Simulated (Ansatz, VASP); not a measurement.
## Two plane-wave programs on BaS

```
Ba S
1.0
     5.38026    0.00000    0.00000
    -2.69013    4.65944    0.00000
     0.00000    0.00000    6.38289
Ba S
2 2
Direct
  0.33333 0.66667 0.93800
  0.66667 0.33333 0.43800
  0.33333 0.66667 0.43800
  0.66667 0.33333 0.93800
```

Alike in both runs: functional PBE; k mesh 8 × 8 × 5; occupations fermi-dirac, width 0.03 eV; non-collinear spin, spin-orbit coupling.

Ansatz relaxed the structure, and its values are those at the end. VASP's run is a single point on that final structure, the one shown.

```csv
,VASP,Ansatz
version,VASP 6.6.1,Ansatz 0.2.0
potentials or method,"VASP PAW PBE potentials, release 64 (Ba_sv, S)","PAW with Ansatz's default frozen-core files, scalar-relativistic"
plane-wave cutoff (eV),520,420
valence electrons in the cell,32,32
```

Ansatz gave:

```
pressure (GPa) : 0.0
```

Task: Which values does VASP return?

Result: Pressure (GPa): 0.5.

The functional is the same, so the differences come from potentials, cutoffs and numerics.
